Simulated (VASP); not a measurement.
SnSe2, 3 atoms in the cell. It takes space group P-3m1 (No. 164, trigonal). Conventional cell: a = 3.825 Å, b = 3.825 Å, c = 6.227 Å, α = 90.00°, β = 90.00°, γ = 120.00°. Within 3.6 Å of Sn (site symmetry -3m) lie 6 Se at 2.71 Å. Se (site symmetry 3m) has 3 Sn at 2.71 Å within 3.6 Å. 

```yaml
Program: VASP 6.6.1
Task: single point
Functional: PBE
Potentials_or_basis: VASP PAW PBE potentials, release 64 (Sn_d, Se)
Cutoff: 520 eV
k_mesh: 6 × 6 × 2
Occupations: gaussian, width 0.01 eV
Spin: no spin polarisation
Dipole_correction: no
Further_INCAR_settings: ALGO = Normal; EDIFF = 1e-07; NBANDS = 20
```

Potentials or basis: VASP PAW PBE potentials, release 64 (Sn_d, Se).

Run with:

```console
$ cat potpaw_PBE.64/Sn_d/POTCAR potpaw_PBE.64/Se/POTCAR > POTCAR
$ mpirun -np 1 vasp_std > vasp.out
```

Hardware: 1 thread of Intel(R) Xeon(R) 6975P-C (Granite Rapids), on a shared host.

Question: Estimate the wall time of this run.

Answer: It took 12 s on 1 thread of Intel(R) Xeon(R) 6975P-C (Granite Rapids), with other jobs on the host, peak memory 0.19 GiB. Counts: scf iterations 15, k points 14.
